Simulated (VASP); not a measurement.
# Al2O3 (R-3c) in VASP: further runs

Al2O3 is run at these levels: PBEsol; tasks: single point.

Everything below comes from runs of VASP 6.6.1. Logs are shortened: lines on timing, memory, paths and dates and some standing lists are left out, and cuts for length are marked.

## Step 1: The cell of the first run

The structure is trigonal, space group R-3c (No. 167). The conventional cell has a = 4.585 Å, b = 4.585 Å, c = 11.849 Å, α = 90.00°, β = 90.00°, γ = 120.00°. Within 2.4 Å of Al (site symmetry 3) lie 6 O at 1.77 to 1.85 Å. O (site symmetry 2) has 4 Al at 1.77 to 1.85 Å within 2.4 Å.

## Step 2: Single point, PBEsol (volume 7.190 Å^3 an atom, c/a of the conventional cell 2.5844)

Input file INCAR:

```
  PREC = Accurate
  ENCUT = 520
  EDIFF = 1E-7
  ISMEAR = 0
  SIGMA = 0.05
  LREAL = False
  LASPH = True
  NELM = 100
  ALGO = Normal
  ISIF = 2
  LWAVE = False
  LCHARG = False
  GGA = PS
  NBANDS = 35
```

Input file KPOINTS:

```
Automatic mesh
0
Gamma
  6 6 6
```

Input file POSCAR:

```
Al2O3
1.0
    2.2923975274      1.3235163295      3.9496481132
   -2.2923975274      1.3235163295      3.9496481132
    0.0000000000     -2.6470326590      3.9496481132
Al O
4 6
Direct
    0.8520350473      0.8520350473      0.8520350473
    0.6479649527      0.6479649527      0.6479649527
    0.1479649527      0.1479649527      0.1479649527
    0.3520350473      0.3520350473      0.3520350473
    0.0558571577      0.4441428423      0.7500000000
    0.7500000000      0.0558571577      0.4441428423
    0.4441428423      0.7500000000      0.0558571577
    0.9441428423      0.5558571577      0.2500000000
    0.2500000000      0.9441428423      0.5558571577
    0.5558571577      0.2500000000      0.9441428423
```

Potentials or basis: VASP PAW PBE potentials, release 64 (Al, O).

On the command line:

```console
> cat potpaw_PBE.64/Al/POTCAR potpaw_PBE.64/O/POTCAR > POTCAR
> mpirun -np 1 vasp_std > vasp.out
```

OUTCAR:

```text
PREC = Accurate
   ENCUT = 520
   EDIFF = 1E-7
   ISMEAR = 0
   LREAL = False
   LASPH = True
   NELM = 100
   ISIF = 2
   GGA = PS

 ion  position               nearest neighbor table
   1  0.852  0.852  0.852-   9 1.77   8 1.77  10 1.77   7 1.85   6 1.85   5 1.85   2 2.42   3 2.68
                             3 2.68   3 2.68   2 3.06   2 3.06   2 3.06   4 3.30   4 3.30   4 3.30
   2  0.648  0.648  0.648-  10 1.77   8 1.77   9 1.77   7 1.85   6 1.85   5 1.85   1 2.42   4 2.68
                             4 2.68   4 2.68   1 3.06   1 3.06   1 3.06   3 3.30   3 3.30   3 3.30
   3  0.148  0.148  0.148-   6 1.77   5 1.77   7 1.77   9 1.85  10 1.85   8 1.85   4 2.42   1 2.68
                             1 2.68   1 2.68   4 3.06   4 3.06   4 3.06   2 3.30   2 3.30   2 3.30
   4  0.352  0.352  0.352-   7 1.77   5 1.77   6 1.77   9 1.85  10 1.85   8 1.85   3 2.42   2 2.68
                             2 2.68   2 2.68   3 3.06   3 3.06   3 3.06   1 3.30   1 3.30   1 3.30
   5  0.056  0.444  0.750-   3 1.77   4 1.77   1 1.85   2 1.85
   6  0.750  0.056  0.444-   3 1.77   4 1.77   1 1.85   2 1.85
   7  0.444  0.750  0.056-   4 1.77   3 1.77   1 1.85   2 1.85
   8  0.944  0.556  0.250-   1 1.77   2 1.77   3 1.85   4 1.85
   9  0.250  0.944  0.556-   1 1.77   2 1.77   3 1.85   4 1.85
  10  0.556  0.250  0.944-   2 1.77   1 1.77   3 1.85   4 1.85

  LATTYP: Found a trigonal (rhomboedric) cell.
 ALAT       =     4.7546295456
 COS(alpha) =     0.5350818630

  Lattice vectors:

 A1 = (   2.2923975274,   1.3235163295,   3.9496481132)
 A2 = (  -2.2923975274,   1.3235163295,   3.9496481132)
 A3 = (   0.0000000000,  -2.6470326590,   3.9496481132)

Analysis of symmetry for initial positions (statically):
=====================================================================
 Subroutine PRICEL returns:
 Original cell was already a primitive cell.

 Routine SETGRP: Setting up the symmetry group for a
 trigonal (rhombohedral) supercell.

 Subroutine GETGRP returns: Found 12 space group operations
 (whereof  6 operations were pure point group operations)
 out of a pool of 12 trial point group operations.

The static configuration has the point symmetry S_6 .
 The point group associated with its full space group is D_3d.

Analysis of symmetry for dynamics (positions and initial velocities):
=====================================================================
 Subroutine PRICEL returns:
 Original cell was already a primitive cell.

 Routine SETGRP: Setting up the symmetry group for a
 trigonal (rhombohedral) supercell.

 Subroutine GETGRP returns: Found 12 space group operations
 (whereof  6 operations were pure point group operations)
 out of a pool of 12 trial point group operations.

The dynamic configuration has the point symmetry S_6 .
 The point group associated with its full space group is D_3d.

 Subroutine INISYM returns: Found 12 space group operations
 (whereof  6 operations are pure point group operations),
 and found     1 'primitive' translations

----------------------------------------------------------------------------------------

                                     Primitive cell

  volume of cell :      71.9000

  direct lattice vectors                    reciprocal lattice vectors
     2.292397527  1.323516330  3.949648113     0.218112258  0.125927171  0.084395704
    -2.292397527  1.323516330  3.949648113    -0.218112258  0.125927171  0.084395704
     0.000000000 -2.647032659  3.949648113     0.000000000 -0.251854341  0.084395704

  length of vectors
     4.754629546  4.754629546  4.754629546     0.265618606  0.265618606  0.265618606

  position of ions in fractional coordinates (direct lattice)
     0.852035047  0.852035047  0.852035047
     0.647964953  0.647964953  0.647964953
     0.147964953  0.147964953  0.147964953
     0.352035047  0.352035047  0.352035047
     0.055857158  0.444142842  0.750000000
     0.750000000  0.055857158  0.444142842
     0.444142842  0.750000000  0.055857158
     0.944142842  0.555857158  0.250000000
     0.250000000  0.944142842  0.555857158
     0.555857158  0.250000000  0.944142842

  ion indices of the primitive-cell ions
   primitive index   ion index
                 1           1
                 2           2
                 3           3
                 4           4
                 5           5
                 6           6
                 7           7
                 8           8
                 9           9
                10          10

----------------------------------------------------------------------------------------

 KPOINTS: Automatic mesh

Automatic generation of k-mesh.
 Grid dimensions read from file:
 generate k-points for:    6    6    6

 Generating k-lattice:

  Cartesian coordinates                     Fractional coordinates (reciprocal lattice)
     0.036352043  0.020987862  0.014065951     0.166666667 -0.000000000  0.000000000
    -0.036352043  0.020987862  0.014065951    -0.000000000  0.166666667  0.000000000
     0.000000000 -0.041975724  0.014065951     0.000000000  0.000000000  0.166666667

  Length of vectors
     0.044269768  0.044269768  0.044269768

  Shift w.r.t. Gamma in fractional coordinates (k-lattice)
     0.000000000  0.000000000  0.000000000

 Subroutine IBZKPT returns following result:
 ===========================================

 Found     32 irreducible k-points:

 Following reciprocal coordinates:
            Coordinates               Weight
  0.000000  0.000000  0.000000      1.000000
  0.166667  0.000000 -0.000000      6.000000
  0.333333  0.000000 -0.000000      6.000000
  0.500000  0.000000 -0.000000      3.000000
  0.166667  0.166667 -0.000000      6.000000
  0.333333  0.166667 -0.000000     12.000000
[... 16 lines left out ...]
  0.500000  0.500000  0.166667      6.000000
 -0.333333  0.500000  0.166667     12.000000
 [... further k-points ...]
   k-points           NKPTS =     32   k-points in BZ     NKDIM =     32   number of bands    NBANDS=     35
   number of dos      NEDOS =    301   number of ions     NIONS =     10
   total plane-waves  NPLWV =  46656
   dimension x,y,z NGX =    36 NGY =   36 NGZ =   36
   dimension x,y,z NGXF=    72 NGYF=   72 NGZF=   72
   ions per type =               4   6
   NGX,Y,Z   is equivalent  to a cutoff of  12.59, 12.59, 12.59 a.u.
   NGXF,Y,Z  is equivalent  to a cutoff of  25.17, 25.17, 25.17 a.u.
 SYSTEM =  unknown system
   PREC   = accura    normal or accurate (medium, high low for compatibility)
   ISTART =      0    job   : 0-new  1-cont  2-samecut
   ICHARG =      2    charge: 1-file 2-atom 10-const
   ISPIN  =      1    spin polarized calculation?
   LNONCOLLINEAR =      F non collinear calculations
   LSORBIT =      F    spin-orbit coupling
   LASPH  =      T    aspherical Exc in radial PAW
   ENCUT  =  520.0 eV  38.22 Ry    6.18 a.u.   8.84  8.84  8.84*2*pi/ulx,y,z
   NELM   =    100;   NELMIN=  2; NELMDL= -5     # of ELM steps
   EDIFF  = 0.1E-06   stopping-criterion for ELM
   LREAL  =      F    real-space projection
   EDIFFG = 0.1E-05   stopping-criterion for IOM
   NSW    =      0    number of steps for IOM
   IBRION =     -1    ionic relax: 0-MD 1-quasi-New 2-CG
   NFREE  =      0    steps in history (QN), initial steepest desc. (CG)
   ISIF   =      2    stress and relaxation
   ISYM   =      2    0-nonsym 1-usesym 2-fastsym
   POTIM  = 0.5000    time-step for ionic-motion
   TEBEG  =    0.0;   TEEND  =   0.0 temperature during run
   PSTRESS=    0.0 pullay stress
   NELECT =      48.0000    total number of electrons
   NUPDOWN=      -1.0000    fix difference up-down
   EMIN   =  10.00;   EMAX   =-10.00  energy-range for DOS
   EFERMI =   0.00;   METHOD = LEGACY
   ISMEAR =     0;   SIGMA  =   0.05  broadening in eV -4-tet -1-fermi 0-gaus
   EFERMI_NEDOS =   21; number of points for ismear=-14 and -15
   IALGO  =     38    algorithm
   IMIX   =      4    mixing-type and parameters
     AMIX     =   0.40;   BMIX     =  1.00
     AMIX_MAG =   1.60;   BMIX_MAG =  1.00
  volume/ion in A,a.u.               =       7.19        48.52
  Fermi-wavevector in a.u.,A,eV,Ry     =   1.430800  2.703820 27.853694  2.047189
  Thomas-Fermi vector in A             =   2.550606
   LORBIT       =      0    0 simple, 1 ext, 2 COOP (PROOUT), +10 PAW based schemes
   GGA     = PS    functional components
   LHFCALC =     F    Hartree Fock is set to
   AEXX    =    0.0000 exact exchange contribution
   IVDW    =     0    specifies the selected vdW correction
   LEPSILON=     F    determine dielectric tensor
   LRPA    =     F    only Hartree local field effects (RPA)
 non-spin polarized calculation
 Gauss-broadening in eV      SIGMA  =   0.05
  energy-cutoff  :      520.00
  volume of cell :       71.90
 maximum number of plane-waves:      1962
   NGX = 17   NGY = 17   NGZ = 17

 number of electron      47.9999977 magnetization

 Free energy of the ion-electron system (eV)
  ---------------------------------------------------
  ext. energy  EPLUGINS =         0.00000000
  ---------------------------------------------------
  free energy    TOTEN  =       -76.23405429 eV

  energy without entropy =      -76.23405429  energy(sigma->0) =      -76.23405429

 E-fermi :   8.7636     XC(G=0): -12.8054

 val. band max:        8.4991891290   @ k =   0.0000   0.0000   0.0000
 cond. band min:      16.1642915213   @ k =   0.0000   0.0000   0.0000
 fundamental gap:      7.6651023923
 Fermi energy:         8.7636466380

 k-point     1 :       0.0000    0.0000    0.0000
  band No.  band energies     occupation
      1     -12.5122      2.00000
      2      -9.1094      2.00000
      3      -9.0955      2.00000
      4      -9.0955      2.00000
      5      -8.6506      2.00000
      6      -8.6506      2.00000
[... 27 lines left out ...]
     34      23.7707      0.00000
     35      24.2826      0.00000

 k-point     2 :       0.1667    0.0000   -0.0000
  band No.  band energies     occupation
      1     -12.3362      2.00000
      2      -9.4757      2.00000
      3      -9.1294      2.00000
      4      -8.9837      2.00000
      5      -8.7355      2.00000
      6      -8.6398      2.00000
[... 27 lines left out ...]
     34      22.5426      0.00000
     35      23.7180      0.00000

 k-point     3 :       0.3333    0.0000   -0.0000
  band No.  band energies     occupation
      1     -11.8307      2.00000
      2     -10.2065      2.00000
      3      -9.1560      2.00000
      4      -8.9347      2.00000
      5      -8.8705      2.00000
      6      -8.6651      2.00000
[... 27 lines left out ...]
     34      22.4899      0.00000
     35      22.9574      0.00000

 k-point     4 :       0.5000    0.0000   -0.0000
  band No.  band energies     occupation
      1     -11.0710      2.00000
      2     -11.0710      2.00000
      3      -9.0909      2.00000
      4      -9.0909      2.00000
      5      -8.7585      2.00000
      6      -8.7585      2.00000
[... 27 lines left out ...]
     34      22.1970      0.00000
     35      22.6071      0.00000

 k-point     5 :       0.1667    0.1667   -0.0000
  band No.  band energies     occupation
      1     -12.2824      2.00000
      2      -9.3694      2.00000
      3      -9.2693      2.00000
      4      -9.0221      2.00000
      5      -8.8269      2.00000
      6      -8.6121      2.00000
[... 638 lines left out ...]
 k-point    22 :      -0.1667    0.3333    0.1667
  band No.  band energies     occupation
      1     -11.4253      2.00000
      2     -10.1580      2.00000
      3      -9.6250      2.00000
      4      -9.3721      2.00000
      5      -8.7721      2.00000
      6      -8.6234      2.00000
[... 27 lines left out ...]
     34      23.1876      0.00000
     35      23.2724      0.00000

 k-point    23 :       0.5000    0.5000    0.1667
  band No.  band energies     occupation
      1     -11.1638      2.00000
      2     -10.1548      2.00000
      3      -9.8447      2.00000
      4      -9.5387      2.00000
      5      -8.9148      2.00000
      6      -8.5378      2.00000
[... 27 lines left out ...]
     34      22.8182      0.00000
     35      23.0060      0.00000

 k-point    24 :      -0.3333    0.5000    0.1667
  band No.  band energies     occupation
      1     -10.8223      2.00000
      2     -10.3062      2.00000
      3     -10.0252      2.00000
      4      -9.7170      2.00000
      5      -8.8041      2.00000
      6      -8.5366      2.00000
[... 27 lines left out ...]
     34      22.7458      0.00000
     35      23.2501      0.00000

 [... further k-points ...]
[... 5 lines left out ...]
  --------------------------------------------------------------------------------------
  -------------------------------------------------------------------------------------
  Total       23.5768999     23.5768999     33.7792874      0.0000000      0.0000000      0.0000000
  in kB      525.3737760    525.3737760    752.7177823      0.0000000      0.0000000      0.0000000
  external PRESSURE =     601.1551114 kB  Pullay stress =       0.0000000 kB

 VOLUME and BASIS-vectors are now :
 -----------------------------------------------------------------------------
  energy-cutoff  :      520.00
  volume of cell :       71.90
      direct lattice vectors                 reciprocal lattice vectors
     2.292397527  1.323516330  3.949648113     0.218112258  0.125927171  0.084395704
    -2.292397527  1.323516330  3.949648113    -0.218112258  0.125927171  0.084395704
     0.000000000 -2.647032659  3.949648113     0.000000000 -0.251854341  0.084395704

 POSITION                                       TOTAL-FORCE (eV/Angst)
 -----------------------------------------------------------------------------------
      0.00000      0.00000     10.09572         0.000000     -0.000000      0.705004
      0.00000      0.00000      7.67770         0.000000     -0.000000     -0.705004
      0.00000      0.00000      1.75323         0.000000     -0.000000     -0.705004
      0.00000      0.00000      4.17124         0.000000     -0.000000      0.705004
     -0.89011     -1.32352      4.93706         0.227809     -0.000000      0.000000
      1.59125     -0.10910      4.93706        -0.113905      0.197288     -0.000000
     -0.70115      1.43261      4.93706        -0.113905     -0.197288     -0.000000
      0.89011      1.32352      6.91188        -0.227809     -0.000000     -0.000000
     -1.59125      0.10910      6.91188         0.113905     -0.197288     -0.000000
      0.70115     -1.43261      6.91188         0.113905      0.197288     -0.000000
 -----------------------------------------------------------------------------------
    total drift:                               -0.000000      0.000000     -0.000000

  FREE ENERGIE OF THE ION-ELECTRON SYSTEM (eV)
  ---------------------------------------------------
  free  energy   TOTEN  =       -76.2340542892 eV

  energy  without entropy=      -76.2340542892  energy(sigma->0) =      -76.23405429
```

Wall time 59 s (1 thread of AMD EPYC 9R45 (Zen 5), shared host); peak memory 0.19 GiB.

What came out:

```
Free energy            : -76.2341 eV
Pressure               : 60.1 GPa
Largest force          : 0.705 eV/Å
Band gap on the k mesh : 7.67 eV, direct
```

Forces in eV/Å, atoms in the order of the input:
```
Al   0.000  0.000  0.705
Al   0.000  0.000 -0.705
Al   0.000  0.000 -0.705
Al   0.000  0.000  0.705
O    0.228  0.000  0.000
O   -0.114  0.197  0.000
O   -0.114 -0.197  0.000
O   -0.228  0.000  0.000
O    0.114 -0.197  0.000
O    0.114  0.197  0.000
```

Stress tensor (GPa, compression positive):
```
52.54  0.00  0.00
 0.00 52.54  0.00
 0.00  0.00 75.27
```

Levels at points of the mesh, in eV from the valence-band top:
```
           k point  band 20  band 21  band 22  band 23  band 24  band 25  band 26  band 27  band 28  band 29
(0.00, 0.00, 0.00)    -1.10    -1.10    -0.65    -0.65     0.00     7.67     9.34    11.88    12.74    13.13
(0.50, 0.00, 0.00)    -1.80    -1.49    -1.49    -0.67    -0.67     9.95     9.95    11.56    11.56    11.85
(0.50, 0.50, 0.00)    -1.74    -1.73    -1.62    -1.18    -0.60     9.16    10.49    11.10    11.73    11.96
(0.50, 0.50, 0.50)    -2.77    -1.12    -1.12    -1.12    -1.12     9.49     9.49    12.00    12.00    13.62
```

Caveat: the PAW data sets were made with another functional, which shifts forces and pressure a little. A k mesh can miss the band edges.

## Step 3: Single point, PBEsol (volume 7.190 Å^3 an atom, c/a of the conventional cell 2.7262)

Input file INCAR:

```
SYSTEM = Al2O3
PREC = Accurate
ENCUT = 520
EDIFF = 1E-6
ISMEAR = 0
SIGMA = 0.05
LREAL = .FALSE.
LASPH = .TRUE.
NELM = 100
ALGO = Normal
ISIF = 2
LWAVE = .FALSE.
LCHARG = .TRUE.
GGA = PS
LELF = .TRUE.
LVHAR = .TRUE.
NBANDS = 35
```

Input file KPOINTS:

```
regular mesh
0
G
  6 6 6
  0 0 0
```

Changes to POSCAR since step 2:

```diff
@@ -2,5 +2,5 @@
 1.0
-    2.2923975274      1.3235163295      3.9496481132
-   -2.2923975274      1.3235163295      3.9496481132
-    0.0000000000     -2.6470326590      3.9496481132
+    2.2519316005      1.3001533158      4.0928693053
+   -2.2519316005      1.3001533158      4.0928693053
+    0.0000000000     -2.6003066315      4.0928693053
 Al O
```

Potentials or basis: VASP PAW PBE potentials, release 64 (Al, O).

On the command line:

```console
> cat potpaw_PBE.64/Al/POTCAR potpaw_PBE.64/O/POTCAR > POTCAR
> mpirun -np 1 vasp_std > vasp.out
```

Run time: 54 s. Hardware: 1 thread of AMD EPYC 9R45 (Zen 5), shared host; peak memory 0.19 GiB.

The run converged. Its results:

- Free energy: -76.3813 eV
- Pressure: 60.9 GPa
- Largest force: 0.243 eV/Å
- Band gap on the k mesh: 8.30 eV, direct

Forces in eV/Å, atoms in the order of the input:
```
Al   0.000  0.000 -0.082
Al   0.000  0.000  0.082
Al   0.000  0.000  0.082
Al   0.000  0.000 -0.082
O    0.243  0.000  0.000
O   -0.121  0.210  0.000
O   -0.121 -0.210  0.000
O   -0.243  0.000  0.000
O    0.121 -0.210  0.000
O    0.121  0.210  0.000
```

Stress tensor (GPa, compression positive):
```
62.45  0.00  0.00
 0.00 62.45  0.00
 0.00  0.00 57.92
```

Levels at points of the mesh, in eV from the valence-band top:
| k point | band 20 | band 21 | band 22 | band 23 | band 24 | band 25 | band 26 | band 27 | band 28 | band 29 |
| --- | --- | --- | --- | --- | --- | --- | --- | --- | --- | --- |
| (0.00, 0.00, 0.00) | -0.73 | -0.73 | -0.07 | -0.07 | 0.00 | 8.30 | 10.26 | 12.86 | 12.91 | 12.91 |
| (0.50, 0.00, 0.00) | -1.53 | -1.21 | -1.21 | -0.42 | -0.42 | 10.64 | 10.64 | 11.70 | 11.70 | 12.52 |
| (0.50, 0.50, 0.00) | -1.56 | -1.33 | -1.13 | -1.01 | -0.37 | 10.05 | 11.23 | 11.41 | 12.35 | 12.44 |
| (0.50, 0.50, 0.50) | -2.52 | -0.52 | -0.52 | -0.52 | -0.52 | 10.24 | 10.24 | 12.46 | 12.46 | 13.96 |

Caveat: the PAW data sets were made with another functional, which shifts forces and pressure a little.

(Part 1 of 2 ends here.)
